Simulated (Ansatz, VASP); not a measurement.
# Si: VASP beside Ansatz

```xyz
4
Lattice="-3.2756 3.2756 1.9801 3.2756 -3.2756 1.9801 3.2756 3.2756 -1.9801" Properties=species:S:1:pos:R:3 pbc="T T T"
Si    1.1713    1.1713    0.0000
Si    2.1042    2.1042    1.9801
Si    2.1042   -2.1042    1.9801
Si   -2.1042    2.1042    1.9801
```

Change from the starting cell: strain -0.015 along x and y, +0.030 along z, atoms carried along.

Alike in both runs: task single point; functional r2SCAN; k mesh 10 × 10 × 10; occupations gaussian, width 0.03 eV; no spin polarisation.

```csv
,VASP,Ansatz
version,VASP 6.6.1,Ansatz 0.2.0
potentials or method,"VASP PAW PBE potentials, release 64 (Si), cutoff 520 eV","scalar-relativistic, plane waves, PAW"
valence electrons in the cell,16,16
```

Ansatz gave:

```
gap on the k mesh at the Fermi level (eV)                     : 0.03
least direct gap on the mesh (eV)                             : 0.03
pressure (GPa)                                                : 0.2
traceless stress, the component that is largest in VASP (GPa) : -5.61
rms of the force components (eV/Å)                            : 0.294
```

**Question.** Which values does VASP return?

**Answer.** gap on the k mesh at the Fermi level (eV): 0.04; least direct gap on the mesh (eV): 0.04; pressure (GPa): 0.0; traceless stress, the component that is largest in VASP (GPa): -5.67; rms of the force components (eV/Å): 0.292.

VASP's potentials were made for PBE, not for r2SCAN. Atom by atom the forces differ by 0.002 eV/Å (rms over components).
